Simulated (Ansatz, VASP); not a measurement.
# ZrB2: VASP beside Ansatz

INCAR

```
ALGO     = Normal         # electronic algorithm
EDIFF    = 1E-6           # SCF threshold, eV
ENCUT    = 520            # plane-wave cutoff, eV
GGA      = PS             # functional
ISIF     = 2              # what is computed and relaxed
ISMEAR   = 0              # smearing method
LASPH    = True           # aspherical terms in the spheres
LCHARG   = False          # write CHGCAR
LREAL    = False          # projectors in reciprocal space
LWAVE    = False          # write WAVECAR
NBANDS   = 16             # bands
NELM     = 80             # most SCF steps
PREC     = Accurate       # precision mode
SIGMA    = 0.15           # smearing width, eV
```

KPOINTS

```
k-points
0
Gamma
  18 18 12
```

Contents of POSCAR:

```
ZrB2
1.0
    3.3432818819      0.0000000000      0.0000000000
   -1.6716409410      2.8953670417      0.0000000000
    0.0000000000      0.0000000000      3.4974071767
Zr B
1 2
Direct
    0.0000000000      0.0000000000      0.0000000000
    0.3333333333      0.6666666667      0.5000000000
    0.6666666667      0.3333333333      0.5000000000
```

Input for Ansatz:

```yaml
crystal:
  lattice:
    - [3.3432818819, 0.0, 0.0]
    - [-1.671640941, 2.8953670417, 0.0]
    - [0.0, 0.0, 3.4974071767]
  atoms:
    - { symbol: Zr, position: [0.0, 0.0, 0.0] }
    - { symbol: B, position: [0.3333333333, 0.6666666667, 0.5] }
    - { symbol: B, position: [0.6666666667, 0.3333333333, 0.5] }
basis:
  ecutwfc: 520.0
kpoints:
  mp_grid: { grid: [18, 18, 12] }
hamiltonian:
  xc: pbesol
scf:
  occupations: { method: gaussian, width: 0.15 }
output:
  forces: true
  stress: true
  eigenvalues: true
  write_density: true
  write_potential: true
  elf: true
  volumetric_format: npy
```

Alike in both runs: task single point; functional PBEsol; k mesh 18 × 18 × 12; occupations gaussian, width 0.15 eV; no spin polarisation.

|  | VASP | Ansatz |
| --- | --- | --- |
| version | VASP 6.6.1 | Ansatz 0.2.0 |
| potentials or method | VASP PAW PBE potentials, release 64 (Zr_sv, B), cutoff 520 eV | scalar-relativistic, plane waves, PAW |
| valence electrons in the cell | 18 | 18 |

Ansatz gave:

```
gap on the k mesh at the Fermi level (eV)                     : none
pressure (GPa)                                                : -23.3
traceless stress, the component that is largest in VASP (GPa) : 12.52
```

Question: What did VASP give for the same quantities?

Answer: gap on the k mesh at the Fermi level (eV): none; pressure (GPa): -23.1; traceless stress, the component that is largest in VASP (GPa): 12.51.

VASP's potentials were made for PBE, not for PBEsol. A gap of «none» marks a metal or a gap that the smearing closes.
